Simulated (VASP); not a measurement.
A run of VASP 6.6.1:

File INCAR:

```
SYSTEM = VN2
PREC     = Accurate       ! precision mode
ENCUT    = 520            ! plane-wave cutoff, eV
EDIFF    = 1E-6           ! SCF threshold, eV
ISMEAR   = 1              ! smearing method
SIGMA    = 0.1            ! smearing width, eV
LREAL    = .False.        ! projectors in reciprocal space
LASPH    = .True.         ! aspherical terms in the spheres
NELM     = 80             ! most SCF steps
ALGO     = Normal         ! electronic algorithm
ISIF     = 2              ! what is computed and relaxed
LWAVE    = .False.        ! write WAVECAR
LCHARG   = .False.        ! write CHGCAR
GGA      = PS             ! functional
NBANDS   = 32             ! bands
```

Contents of KPOINTS:

```
Automatic mesh
0
Gamma
  12 12 12
  0 0 0
```

Contents of POSCAR:

```
VN2
1.0
   -2.1507500000      2.1507500000      2.4913500000
    2.1507500000     -2.1507500000      2.4913500000
    2.1507500000      2.1507500000     -2.4913500000
V N
2 4
Direct
    0.2500000000      0.2500000000      0.0000000000
    0.7500000000      0.7500000000      0.0000000000
    0.1151000000      0.6151000000      0.7302000000
    0.6151000000      0.8849000000      0.5000000000
    0.8849000000      0.3849000000      0.2698000000
    0.3849000000      0.1151000000      0.5000000000
```

Potentials or basis: VASP PAW PBE potentials, release 64 (V_sv, N).

The run is started by

```sh
$ cat potpaw_PBE.64/V_sv/POTCAR potpaw_PBE.64/N/POTCAR > POTCAR
$ mpirun -np 1 vasp_std > vasp.out
```

Hardware: 1 thread of Intel(R) Xeon(R) 6975P-C (Granite Rapids), with other jobs on the host.

Problem. How long does it take, and how much memory?

Solution. Run time: 110 s on 1 thread of Intel(R) Xeon(R) 6975P-C (Granite Rapids) (shared host), peak memory 0.31 GiB. Counts: scf iterations 15, k points 163.
